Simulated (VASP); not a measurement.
# Pb (Fm-3m) in VASP: settings compared, part 2 of 2

VASP 6.6.1.

### 5 Vibrations by perturbation theory, PBEsol

INCAR

```
SYSTEM = Pb
PREC = Accurate
ENCUT = 520
EDIFF = 1E-8
ISMEAR = -1
SIGMA = 0.05
LREAL = .FALSE.
LASPH = .TRUE.
NELM = 60
ALGO = Normal
ISIF = 2
LWAVE = .FALSE.
LCHARG = .TRUE.
GGA = PS
IBRION = 8
NSW = 1
```

KPOINTS

```
Automatic mesh
0
G
  8 8 8
  0 0 0
```

POSCAR

```
Pb
1.0
    0.0000000000      2.4750200000      2.4750200000
    2.4750200000      0.0000000000      2.4750200000
    2.4750200000      2.4750200000      0.0000000000
Pb
1
Direct
    0.0000000000      0.0000000000      0.0000000000
```

Potentials or basis: VASP PAW PBE potentials, release 64 (Pb_d).

The run is started by

```
cat potpaw_PBE.64/Pb_d/POTCAR > POTCAR
mpirun -np 1 vasp_std > vasp.out
```

OUTCAR:

```text
SYSTEM = Pb
   PREC = Accurate
   ENCUT = 520
   EDIFF = 1E-8
   ISMEAR = -1
   LREAL = .FALSE.
   LASPH = .TRUE.
   NELM = 60
   ISIF = 2
   GGA = PS
   IBRION = 8
   NSW = 1

 ion  position               nearest neighbor table
   1  0.000  0.000  0.000-

  LATTYP: Found a face centered cubic cell.
 ALAT       =     4.9500400000

  Lattice vectors:

 A1 = (   0.0000000000,   2.4750200000,   2.4750200000)
 A2 = (   2.4750200000,   0.0000000000,   2.4750200000)
 A3 = (   2.4750200000,   2.4750200000,   0.0000000000)

Analysis of symmetry for initial positions (statically):
[... 5 lines left out ...]
 face centered cubic supercell.

 Subroutine GETGRP returns: Found 48 space group operations
 (whereof 48 operations were pure point group operations)
 out of a pool of 48 trial point group operations.

The static configuration has the point symmetry O_h .

Analysis of symmetry for dynamics (positions and initial velocities):
[... 5 lines left out ...]
 face centered cubic supercell.

 Subroutine GETGRP returns: Found 48 space group operations
 (whereof 48 operations were pure point group operations)
 out of a pool of 48 trial point group operations.

The dynamic configuration has the point symmetry O_h .

 Subroutine INISYM returns: Found 48 space group operations
 (whereof 48 operations are pure point group operations),
 and found     1 'primitive' translations

----------------------------------------------------------------------------------------

                                     Primitive cell

  volume of cell :      30.3226

  direct lattice vectors                    reciprocal lattice vectors
[... 492 lines left out ...]
  energy-cutoff  :      520.00
  volume of cell :       30.32
      direct lattice vectors                 reciprocal lattice vectors
     0.000000000  2.475020000  2.475020000    -0.202018570  0.202018570  0.202018570
     2.475020000  0.000000000  2.475020000     0.202018570 -0.202018570  0.202018570
     2.475020000  2.475020000  0.000000000     0.202018570  0.202018570 -0.202018570

 POSITION                                       TOTAL-FORCE (eV/Angst)
 -----------------------------------------------------------------------------------
      0.00000      0.00000      0.00000         0.000000      0.000000      0.000000
 -----------------------------------------------------------------------------------
    total drift:                               -0.000000     -0.000000     -0.000000

  FREE ENERGIE OF THE ION-ELECTRON SYSTEM (eV)
  ---------------------------------------------------
  free  energy   TOTEN  =        -4.0146963984 eV

  energy  without entropy=       -4.0121866019  energy(sigma->0) =       -4.01344150

[... ionic steps 2 to 3 ...]

--------------------------------------- Ionic step        4  -------------------------------------------

 Free energy of the ion-electron system (eV)
  ---------------------------------------------------
  ---------------------------------------------------
  free energy    TOTEN  =        -0.32116125 eV

  energy without entropy =       -0.32116125

------------------------ aborting loop because EDIFF is reached ----------------------------------------

 INTERNAL STRAIN TENSOR  FOR ION    1  DIRECTION 1   (eV/Angst):
 -----------------------------------------------------------------------------
    -0.01623 -0.00000  0.00000
    -0.00000  0.00380  0.00000
     0.00000  0.00000  0.00380

 INTERNAL STRAIN TENSOR FOR ION    1 for displacements in x,y,z  (eV/Angst):
          X           Y           Z          XY          YZ          ZX
  --------------------------------------------------------------------------------
  x     0.00000     0.00000     0.00000     0.00000     0.00000     0.00000
  y     0.00000     0.00000     0.00000     0.00000     0.00000     0.00000
  z     0.00000     0.00000     0.00000     0.00000     0.00000     0.00000

 SECOND DERIVATIVES (NOT SYMMETRIZED)
 ------------------------------------
               1X          1Y          1Z
  1X     0.010505    0.000000    0.000000
  1Y     0.000000    0.010505    0.000000
  1Z     0.000000    0.000000    0.010505

 Eigenvectors and eigenvalues of the dynamical matrix
 ----------------------------------------------------

   1 f/i=    0.111314 THz     0.699406 2PiTHz    3.713031 cm-1     0.460357 meV
             X         Y         Z           dx          dy          dz
      0.000000  0.000000  0.000000     1.000000    0.000000    0.000000

   2 f/i=    0.111314 THz     0.699406 2PiTHz    3.713031 cm-1     0.460357 meV
             X         Y         Z           dx          dy          dz
      0.000000  0.000000  0.000000     0.000000    1.000000    0.000000

   3 f/i=    0.111314 THz     0.699406 2PiTHz    3.713031 cm-1     0.460357 meV
             X         Y         Z           dx          dy          dz
      0.000000  0.000000  0.000000     0.000000    0.000000    1.000000

--------------------------------------------------------------------------------------------------------

 ELASTIC MODULI CONTR FROM IONIC RELAXATION (kBar)
 Direction    XX          YY          ZZ          XY          YZ          ZX
 --------------------------------------------------------------------------------
 XX           0.0000      0.0000      0.0000      0.0000      0.0000      0.0000
 YY           0.0000      0.0000      0.0000      0.0000      0.0000      0.0000
 ZZ           0.0000      0.0000      0.0000      0.0000      0.0000      0.0000
 XY           0.0000      0.0000      0.0000      0.0000      0.0000      0.0000
 YZ           0.0000      0.0000      0.0000      0.0000      0.0000      0.0000
 ZX           0.0000      0.0000      0.0000      0.0000      0.0000      0.0000
 --------------------------------------------------------------------------------
```

OSZICAR:

```text
N       E                     dE             d eps       ncg     rms          rms(c)
DAV:   1     0.102315599624E+03    0.10232E+03   -0.73406E+03   647   0.146E+03
DAV:   2     0.417710117106E+00   -0.10190E+03   -0.99947E+02   653   0.327E+02
[... 23 lines left out ...]
RMM:   5    -0.321181588817E+00   -0.57942E-04   -0.13816E-05  2218   0.332E-02    0.204E-03
RMM:   6    -0.321167378808E+00    0.14210E-04   -0.84573E-07  2229   0.103E-02    0.574E-04
RMM:   7    -0.321161835131E+00    0.55437E-05   -0.13375E-07  2272   0.374E-03    0.229E-04
RMM:   8    -0.321160309231E+00    0.15259E-05   -0.22736E-08  2240   0.149E-03    0.677E-05
RMM:   9    -0.321161249461E+00   -0.94023E-06   -0.55602E-09  2220   0.598E-04    0.212E-05
RMM:  10    -0.321161246598E+00    0.28634E-08   -0.14034E-09  2384   0.254E-04    0.223E-05
 Linear response finished
```

Wall time 49 s (1 thread of AMD EPYC 7R13, shared host); peak memory 0.16 GiB.

Caveat: spin-orbit coupling is left out, which moves the levels of the heavy elements.

### 6 Vibrations by perturbation theory, PBE

INCAR

```
ALGO = Normal ; EDIFF = 1E-8
ENCUT = 520 ; GGA = PE
IBRION = 8 ; ISIF = 2
ISMEAR = -1 ; LASPH = True
LCHARG = False ; LREAL = False
LWAVE = False ; NBANDS = 13
NELM = 60 ; NSW = 1
PREC = Accurate ; SIGMA = 0.05
```

KPOINTS

```
k-points
0
Gamma
  8 8 8
```

POSCAR is that of step 5.

Potentials or basis: VASP PAW PBE potentials, release 64 (Pb_d).

The run is started by

```
cat potpaw_PBE.64/Pb_d/POTCAR > POTCAR
mpirun -np 1 vasp_std > vasp.out
```

OUTCAR:

```text
EDIFF = 1E-8
   ENCUT = 520
   GGA = PE
   IBRION = 8
   ISIF = 2
   ISMEAR = -1
   LASPH = True
   LREAL = False
   NELM = 60
   NSW = 1
   PREC = Accurate

 ion  position               nearest neighbor table
   1  0.000  0.000  0.000-

  LATTYP: Found a face centered cubic cell.
 ALAT       =     4.9500400000

  Lattice vectors:

 A1 = (   0.0000000000,   2.4750200000,   2.4750200000)
 A2 = (   2.4750200000,   0.0000000000,   2.4750200000)
 A3 = (   2.4750200000,   2.4750200000,   0.0000000000)

Analysis of symmetry for initial positions (statically):
=====================================================================
 Subroutine PRICEL returns:
 Original cell was already a primitive cell.

 Routine SETGRP: Setting up the symmetry group for a
 face centered cubic supercell.

 Subroutine GETGRP returns: Found 48 space group operations
 (whereof 48 operations were pure point group operations)
 out of a pool of 48 trial point group operations.

The static configuration has the point symmetry O_h .

Analysis of symmetry for dynamics (positions and initial velocities):
=====================================================================
 Subroutine PRICEL returns:
 Original cell was already a primitive cell.

 Routine SETGRP: Setting up the symmetry group for a
 face centered cubic supercell.

 Subroutine GETGRP returns: Found 48 space group operations
 (whereof 48 operations were pure point group operations)
 out of a pool of 48 trial point group operations.

[... 553 lines left out ...]
  energy-cutoff  :      520.00
  volume of cell :       30.32
      direct lattice vectors                 reciprocal lattice vectors
     0.000000000  2.475020000  2.475020000    -0.202018570  0.202018570  0.202018570
     2.475020000  0.000000000  2.475020000     0.202018570 -0.202018570  0.202018570
     2.475020000  2.475020000  0.000000000     0.202018570  0.202018570 -0.202018570

 POSITION                                       TOTAL-FORCE (eV/Angst)
 -----------------------------------------------------------------------------------
      0.00000      0.00000      0.00000         0.000000      0.000000     -0.000000
 -----------------------------------------------------------------------------------
    total drift:                               -0.000000     -0.000000     -0.000000

  FREE ENERGIE OF THE ION-ELECTRON SYSTEM (eV)
  ---------------------------------------------------
  free  energy   TOTEN  =        -3.5677525161 eV

  energy  without entropy=       -3.5652247821  energy(sigma->0) =       -3.56648865

[... ionic steps 2 to 3 ...]

--------------------------------------- Ionic step        4  -------------------------------------------

 Free energy of the ion-electron system (eV)
  ---------------------------------------------------
  ---------------------------------------------------
  free energy    TOTEN  =        -0.32139199 eV

  energy without entropy =       -0.32139199

------------------------ aborting loop because EDIFF is reached ----------------------------------------

 INTERNAL STRAIN TENSOR  FOR ION    1  DIRECTION 1   (eV/Angst):
 -----------------------------------------------------------------------------
    -0.01630 -0.00000  0.00000
     0.00000  0.00401 -0.00000
    -0.00000 -0.00000  0.00401

 INTERNAL STRAIN TENSOR FOR ION    1 for displacements in x,y,z  (eV/Angst):
          X           Y           Z          XY          YZ          ZX
  --------------------------------------------------------------------------------
  x     0.00000     0.00000     0.00000     0.00000     0.00000     0.00000
  y     0.00000     0.00000     0.00000     0.00000     0.00000     0.00000
  z     0.00000     0.00000     0.00000     0.00000     0.00000     0.00000

 SECOND DERIVATIVES (NOT SYMMETRIZED)
 ------------------------------------
               1X          1Y          1Z
  1X    -0.001938    0.000000    0.000000
  1Y     0.000000   -0.001938    0.000000
  1Z     0.000000    0.000000   -0.001938

 Eigenvectors and eigenvalues of the dynamical matrix
 ----------------------------------------------------

   1 f  =    0.047812 THz     0.300414 2PiTHz    1.594847 cm-1     0.197736 meV
             X         Y         Z           dx          dy          dz
      0.000000  0.000000  0.000000     1.000000    0.000000    0.000000

   2 f  =    0.047812 THz     0.300414 2PiTHz    1.594847 cm-1     0.197736 meV
             X         Y         Z           dx          dy          dz
      0.000000  0.000000  0.000000     0.000000    1.000000    0.000000

   3 f  =    0.047812 THz     0.300414 2PiTHz    1.594847 cm-1     0.197736 meV
             X         Y         Z           dx          dy          dz
      0.000000  0.000000  0.000000     0.000000    0.000000    1.000000

--------------------------------------------------------------------------------------------------------

 ELASTIC MODULI CONTR FROM IONIC RELAXATION (kBar)
 Direction    XX          YY          ZZ          XY          YZ          ZX
 --------------------------------------------------------------------------------
 XX           0.0000      0.0000      0.0000      0.0000      0.0000      0.0000
 YY           0.0000      0.0000      0.0000      0.0000      0.0000      0.0000
 ZZ           0.0000      0.0000      0.0000      0.0000      0.0000      0.0000
 XY           0.0000      0.0000      0.0000      0.0000      0.0000      0.0000
 YZ           0.0000      0.0000      0.0000      0.0000      0.0000      0.0000
 ZX           0.0000      0.0000      0.0000      0.0000      0.0000      0.0000
 --------------------------------------------------------------------------------
```

OSZICAR:

```text
N       E                     dE             d eps       ncg     rms          rms(c)
DAV:   1     0.107856961649E+03    0.10786E+03   -0.72280E+03   770   0.126E+03
DAV:   2     0.175794129263E+01   -0.10610E+03   -0.10257E+03   784   0.314E+02
DAV:   3    -0.345933195631E+01   -0.52173E+01   -0.52016E+01   943   0.739E+01
DAV:   4    -0.357446025143E+01   -0.11513E+00   -0.11510E+00   939   0.115E+01
[... 26 lines left out ...]
RMM:  10    -0.321392494764E+00   -0.42385E-07   -0.54447E-09  2976   0.298E-04    0.316E-05
RMM:  11    -0.321392245997E+00    0.24877E-06   -0.47871E-09  2881   0.231E-04    0.150E-05
RMM:  12    -0.321392096989E+00    0.14901E-06   -0.56278E-09  3000   0.177E-04    0.103E-05
RMM:  13    -0.321392076239E+00    0.20749E-07   -0.49570E-09  3150   0.154E-04    0.869E-06
RMM:  14    -0.321391996671E+00    0.79569E-07   -0.50259E-09  3033   0.147E-04    0.286E-06
RMM:  15    -0.321391990189E+00    0.64820E-08   -0.45092E-09  3168   0.142E-04    0.542E-07
 Linear response finished
```

Wall time 30 s (1 thread of Intel Xeon 6975P-C (Granite Rapids), shared host); peak memory 0.19 GiB.

Caveat: spin-orbit coupling is left out, which moves the levels of the heavy elements.
